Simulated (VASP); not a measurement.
# FeTe3P (Pm-3m) in VASP: single point with PBE

Aim: the single point of FeTe3P with PBE.

Everything below comes from runs of VASP 6.6.1. Logs are shortened: lines on timing, memory, paths and dates and some standing lists are left out, and cuts for length are marked.

### Step 1. The cell of the first run

The structure is cubic, space group Pm-3m (No. 221). Conventional cell: a = 5.221 Å, b = 5.221 Å, c = 5.221 Å, α = 90.00°, β = 90.00°, γ = 90.00°. Fe (site symmetry m-3m) has 12 Te at 3.69 Å and 8 P at 4.52 Å within 4.8 Å. Te (site symmetry 4/mmm) has 2 P at 2.61 Å within 3.4 Å. P (site symmetry m-3m) has 6 Te at 2.61 Å within 3.4 Å.

### Step 2. Single point, PBE, collinear spin, ferromagnetic start

INCAR

```
SYSTEM = FeTe3P
PREC     = Accurate       ! precision mode
ENCUT    = 520            ! plane-wave cutoff, eV
EDIFF    = 1E-6           ! SCF threshold, eV
ISMEAR   = 0              ! smearing method
SIGMA    = 0.1            ! smearing width, eV
LREAL    = .False.        ! projectors in reciprocal space
LASPH    = .True.         ! aspherical terms in the spheres
NELM     = 150            ! most SCF steps
ALGO     = Normal         ! electronic algorithm
ISIF     = 2              ! what is computed and relaxed
LWAVE    = .False.        ! write WAVECAR
LCHARG   = .False.        ! write CHGCAR
ISPIN    = 2              ! spin polarisation
MAGMOM   = 3.95 0 0 0 0   ! initial moments
LORBIT   = 11             ! projections on sites
LMAXMIX  = 4              ! l up to which the mixer works
GGA      = PE             ! functional
NBANDS   = 28             ! bands
```

KPOINTS

```
Automatic mesh
0
Gamma
  8 8 8
  0 0 0
```

POSCAR

```
FeTe3P
1.0
    5.2212402793      0.0000000000      0.0000000000
    0.0000000000      5.2212402793      0.0000000000
    0.0000000000      0.0000000000      5.2212402793
Fe Te P
1 3 1
Direct
    0.0000000000      0.0000000000      0.0000000000
    0.0000000000      0.5000000000      0.5000000000
    0.5000000000      0.0000000000      0.5000000000
    0.5000000000      0.5000000000      0.0000000000
    0.5000000000      0.5000000000      0.5000000000
```

Potentials or basis: VASP PAW PBE potentials, release 64 (Fe, Te, P).

Command:

```
$ cat potpaw_PBE.64/Fe/POTCAR potpaw_PBE.64/Te/POTCAR potpaw_PBE.64/P/POTCAR > POTCAR
$ mpirun -np 1 vasp_std > vasp.out
```

OUTCAR:

```text
SYSTEM = FeTe3P
   PREC = Accurate
   ENCUT = 520
   EDIFF = 1E-6
   ISMEAR = 0
   LREAL = .False.
   LASPH = .True.
   NELM = 150
   ISIF = 2
   ISPIN = 2
   LORBIT = 11
   GGA = PE

 ion  position               nearest neighbor table
   1  0.000  0.000  0.000-
   2  0.000  0.500  0.500-   5 2.61   5 2.61
   3  0.500  0.000  0.500-   5 2.61   5 2.61
   4  0.500  0.500  0.000-   5 2.61   5 2.61
   5  0.500  0.500  0.500-   2 2.61   3 2.61   4 2.61   4 2.61   3 2.61   2 2.61

  LATTYP: Found a simple cubic cell.
 ALAT       =     5.2212402793

  Lattice vectors:

 A1 = (   5.2212402793,   0.0000000000,   0.0000000000)
 A2 = (   0.0000000000,   5.2212402793,   0.0000000000)
 A3 = (   0.0000000000,   0.0000000000,   5.2212402793)

Analysis of symmetry for initial positions (statically):
=====================================================================
 Subroutine PRICEL returns:
 Original cell was already a primitive cell.

 Routine SETGRP: Setting up the symmetry group for a
 simple cubic supercell.

 Subroutine GETGRP returns: Found 48 space group operations
 (whereof 48 operations were pure point group operations)
 out of a pool of 48 trial point group operations.

The static configuration has the point symmetry O_h .

Analysis of symmetry for dynamics (positions and initial velocities):
=====================================================================
 Subroutine PRICEL returns:
 Original cell was already a primitive cell.

 Routine SETGRP: Setting up the symmetry group for a
 simple cubic supercell.

 Subroutine GETGRP returns: Found 48 space group operations
 (whereof 48 operations were pure point group operations)
 out of a pool of 48 trial point group operations.

The dynamic configuration has the point symmetry O_h .

Analysis of structural, dynamic, and magnetic symmetry:
=====================================================================
 Subroutine PRICEL returns:
 Original cell was already a primitive cell.

 Routine SETGRP: Setting up the symmetry group for a
 simple cubic supercell.

 Subroutine GETGRP returns: Found 48 space group operations
 (whereof 48 operations were pure point group operations)
 out of a pool of 48 trial point group operations.

The overall configuration has the point symmetry O_h .

 Subroutine INISYM returns: Found 48 space group operations
 (whereof 48 operations are pure point group operations),
 and found     1 'primitive' translations

----------------------------------------------------------------------------------------

                                     Primitive cell

  volume of cell :     142.3381

  direct lattice vectors                    reciprocal lattice vectors
     5.221240279  0.000000000  0.000000000     0.191525375  0.000000000  0.000000000
     0.000000000  5.221240279  0.000000000     0.000000000  0.191525375  0.000000000
     0.000000000  0.000000000  5.221240279     0.000000000  0.000000000  0.191525375

  length of vectors
     5.221240279  5.221240279  5.221240279     0.191525375  0.191525375  0.191525375

  position of ions in fractional coordinates (direct lattice)
     0.000000000  0.000000000  0.000000000
     0.000000000  0.500000000  0.500000000
     0.500000000  0.000000000  0.500000000
     0.500000000  0.500000000  0.000000000
     0.500000000  0.500000000  0.500000000

  ion indices of the primitive-cell ions
   primitive index   ion index
                 1           1
                 2           2
                 3           3
                 4           4
                 5           5

----------------------------------------------------------------------------------------

 KPOINTS: Automatic mesh

Automatic generation of k-mesh.
 Grid dimensions read from file:
 generate k-points for:    8    8    8

 Generating k-lattice:

  Cartesian coordinates                     Fractional coordinates (reciprocal lattice)
     0.023940672  0.000000000  0.000000000     0.125000000  0.000000000  0.000000000
     0.000000000  0.023940672  0.000000000     0.000000000  0.125000000  0.000000000
     0.000000000  0.000000000  0.023940672     0.000000000  0.000000000  0.125000000

  Length of vectors
     0.023940672  0.023940672  0.023940672

  Shift w.r.t. Gamma in fractional coordinates (k-lattice)
     0.000000000  0.000000000  0.000000000

 Subroutine IBZKPT returns following result:
 ===========================================

 Found     35 irreducible k-points:

 Following reciprocal coordinates:
            Coordinates               Weight
  0.000000  0.000000  0.000000      1.000000
  0.125000  0.000000  0.000000      6.000000
  0.250000  0.000000  0.000000      6.000000
  0.375000  0.000000  0.000000      6.000000
  0.500000  0.000000  0.000000      3.000000
  0.125000  0.125000  0.000000     12.000000
[... 16 lines left out ...]
  0.375000  0.375000  0.125000     24.000000
  0.500000  0.375000  0.125000     24.000000
 [... further k-points ...]
   k-points           NKPTS =     35   k-points in BZ     NKDIM =     35   number of bands    NBANDS=     28
   number of dos      NEDOS =    301   number of ions     NIONS =      5
   total plane-waves  NPLWV =  64000
   dimension x,y,z NGX =    40 NGY =   40 NGZ =   40
   dimension x,y,z NGXF=    80 NGYF=   80 NGZF=   80
   ions per type =               1   3   1
   NGX,Y,Z   is equivalent  to a cutoff of  12.74, 12.74, 12.74 a.u.
   NGXF,Y,Z  is equivalent  to a cutoff of  25.47, 25.47, 25.47 a.u.
 SYSTEM =  FeTe3P
   PREC   = accura    normal or accurate (medium, high low for compatibility)
   ISTART =      0    job   : 0-new  1-cont  2-samecut
   ICHARG =      2    charge: 1-file 2-atom 10-const
   ISPIN  =      2    spin polarized calculation?
   LNONCOLLINEAR =      F non collinear calculations
   LSORBIT =      F    spin-orbit coupling
   LASPH  =      T    aspherical Exc in radial PAW
   ENCUT  =  520.0 eV  38.22 Ry    6.18 a.u.   9.71  9.71  9.71*2*pi/ulx,y,z
   NELM   =    150;   NELMIN=  2; NELMDL= -5     # of ELM steps
   EDIFF  = 0.1E-05   stopping-criterion for ELM
   LREAL  =      F    real-space projection
   EDIFFG = 0.1E-04   stopping-criterion for IOM
   NSW    =      0    number of steps for IOM
   IBRION =     -1    ionic relax: 0-MD 1-quasi-New 2-CG
   NFREE  =      0    steps in history (QN), initial steepest desc. (CG)
   ISIF   =      2    stress and relaxation
   ISYM   =      2    0-nonsym 1-usesym 2-fastsym
   POTIM  = 0.5000    time-step for ionic-motion
   TEBEG  =    0.0;   TEEND  =   0.0 temperature during run
   PSTRESS=    0.0 pullay stress
   NELECT =      31.0000    total number of electrons
   NUPDOWN=      -1.0000    fix difference up-down
   EMIN   =  10.00;   EMAX   =-10.00  energy-range for DOS
   EFERMI =   0.00;   METHOD = LEGACY
   ISMEAR =     0;   SIGMA  =   0.10  broadening in eV -4-tet -1-fermi 0-gaus
   EFERMI_NEDOS =   21; number of points for ismear=-14 and -15
   IALGO  =     38    algorithm
   IMIX   =      4    mixing-type and parameters
     AMIX     =   0.40;   BMIX     =  1.00
     AMIX_MAG =   1.60;   BMIX_MAG =  1.00
  volume/ion in A,a.u.               =      28.47       192.11
  Fermi-wavevector in a.u.,A,eV,Ry     =   0.984967  1.861318 13.199830  0.970160
  Thomas-Fermi vector in A             =   2.116239
   LORBIT       =     11    0 simple, 1 ext, 2 COOP (PROOUT), +10 PAW based schemes
   GGA     = PE    functional components
   LHFCALC =     F    Hartree Fock is set to
   AEXX    =    0.0000 exact exchange contribution
   IVDW    =     0    specifies the selected vdW correction
   LEPSILON=     F    determine dielectric tensor
   LRPA    =     F    only Hartree local field effects (RPA)
 spin polarized calculation
 Gauss-broadening in eV      SIGMA  =   0.10
  energy-cutoff  :      520.00
  volume of cell :      142.34
 maximum number of plane-waves:      3887
 NGX is ok and might be reduce to    40
   NGX = 19   NGY = 19   NGZ = 19

 number of electron      30.9999997 magnetization       3.7342878

 Free energy of the ion-electron system (eV)
  ---------------------------------------------------
  ext. energy  EPLUGINS =         0.00000000
  ---------------------------------------------------
  free energy    TOTEN  =       -18.51047602 eV

  energy without entropy =      -18.45360461  energy(sigma->0) =      -18.48204032

 E-fermi :   5.1984     XC(G=0):  -9.3493

 val. band max:        5.1853889263   @ k =   0.5000   0.5000   0.3750
 cond. band min:       5.1989476942   @ k =   0.2500   0.1250   0.0000
 fundamental gap:      0.0135587680
 Fermi energy:         5.1983858662

 spin component 1

 k-point     1 :       0.0000    0.0000    0.0000
  band No.  band energies     occupation
      1      -8.8234      1.00000
      2      -4.9777      1.00000
      3      -4.9777      1.00000
      4      -1.8546      1.00000
      5      -0.9933      1.00000
      6      -0.9933      1.00000
[... 19 lines left out ...]
     26      11.2270      0.00000
     27      11.2270      0.00000

 k-point     2 :       0.1250    0.0000    0.0000
  band No.  band energies     occupation
      1      -8.7690      1.00000
      2      -5.1583      1.00000
      3      -4.9713      1.00000
      4      -2.2366      1.00000
      5      -0.9596      1.00000
      6      -0.9596      1.00000
[... 652 lines left out ...]
 k-point    24 :       0.5000    0.3750    0.1250
  band No.  band energies     occupation
      1      -7.7941      1.00000
      2      -6.1440      1.00000
      3      -5.9089      1.00000
      4      -3.9665      1.00000
      5       0.0905      1.00000
      6       0.8492      1.00000
[... 19 lines left out ...]
     26      12.1935      0.00000
     27      12.2991      0.00000

 [... further k-points ...]

 spin component 2

 k-point     1 :       0.0000    0.0000    0.0000
  band No.  band energies     occupation
      1      -8.8032      1.00000
      2      -4.9499      1.00000
      3      -4.9499      1.00000
      4      -1.8282      1.00000
      5      -0.9717      1.00000
      6      -0.9717      1.00000
[... 19 lines left out ...]
     26      11.6206      0.00000
     27      11.6206      0.00000

 k-point     2 :       0.1250    0.0000    0.0000
  band No.  band energies     occupation
      1      -8.7490      1.00000
      2      -5.1309      1.00000
      3      -4.9437      1.00000
      4      -2.2122      1.00000
      5      -0.9372      1.00000
      6      -0.9372      1.00000
[... 652 lines left out ...]
 k-point    24 :       0.5000    0.3750    0.1250
  band No.  band energies     occupation
      1      -7.7772      1.00000
      2      -6.1180      1.00000
      3      -5.8833      1.00000
      4      -3.9477      1.00000
      5       0.1135      1.00000
      6       1.0273      1.00000
[... 19 lines left out ...]
     26      12.2704      0.00000
     27      12.3985      0.00000

 [... further k-points ...]

 [bands above 27 left out]

------------------------ aborting loop because EDIFF is reached ----------------------------------------

  FORCE on cell =-STRESS in cart. coord.  units (eV):
  Direction    XX          YY          ZZ          XY          YZ          ZX
  --------------------------------------------------------------------------------------
  -------------------------------------------------------------------------------------
  Total       -0.3227460     -0.3227460     -0.3227460      0.0000000     -0.0000000      0.0000000
  in kB       -3.6328750     -3.6328750     -3.6328750      0.0000000     -0.0000000      0.0000000
  external PRESSURE =      -3.6328750 kB  Pullay stress =       0.0000000 kB

 VOLUME and BASIS-vectors are now :
 -----------------------------------------------------------------------------
  energy-cutoff  :      520.00
  volume of cell :      142.34
      direct lattice vectors                 reciprocal lattice vectors
     5.221240279  0.000000000  0.000000000     0.191525375  0.000000000  0.000000000
     0.000000000  5.221240279  0.000000000     0.000000000  0.191525375  0.000000000
     0.000000000  0.000000000  5.221240279     0.000000000  0.000000000  0.191525375

 POSITION                                       TOTAL-FORCE (eV/Angst)
 -----------------------------------------------------------------------------------
      0.00000      0.00000      0.00000         0.000000      0.000000      0.000000
      0.00000      2.61062      2.61062         0.000000      0.000000      0.000000
      2.61062      0.00000      2.61062         0.000000      0.000000      0.000000
      2.61062      2.61062      0.00000         0.000000      0.000000      0.000000
      2.61062      2.61062      2.61062         0.000000      0.000000      0.000000
 -----------------------------------------------------------------------------------
    total drift:                                0.000000     -0.000000     -0.000000

  FREE ENERGIE OF THE ION-ELECTRON SYSTEM (eV)
  ---------------------------------------------------
  free  energy   TOTEN  =       -18.5104760224 eV

  energy  without entropy=      -18.4536046100  energy(sigma->0) =      -18.48204032

 total charge

# of ion       s       p       d       tot
------------------------------------------
    1        0.268   0.081   6.029   6.378
    2        1.421   1.816   0.056   3.292
    3        1.421   1.816   0.056   3.292
    4        1.421   1.816   0.056   3.292
    5        1.104   1.339   0.000   2.444
--------------------------------------------------
tot          5.635   6.867   6.197  18.698

 magnetization (x)

# of ion       s       p       d       tot
------------------------------------------
    1        0.075   0.011   3.358   3.444
    2        0.004   0.023   0.000   0.027
    3        0.004   0.023   0.000   0.027
    4        0.004   0.023   0.000   0.027
    5        0.002  -0.005   0.000  -0.003
--------------------------------------------------
tot          0.088   0.076   3.359   3.522
```

Wall time 5.7 min (1 thread of Intel Xeon Platinum 8375C at 2.90GHz (Ice Lake), shared host); peak memory 0.42 GiB.

Results:

```
Free energy                                           : -18.5105 eV
Pressure                                              : -0.4 GPa
Net moment                                            : 3.73 μB per cell
Site moments                                          : Fe +3.44; Te +0.03; P -0.00 μB
Valence electrons inside the program's atomic spheres : Fe 6.38; Te 3.29; P 2.44
```

Caveat: spin-orbit coupling is left out, which moves the levels of the heavy elements; a cell with one magnetic atom can't hold antiferromagnetic order, which such compounds often take.
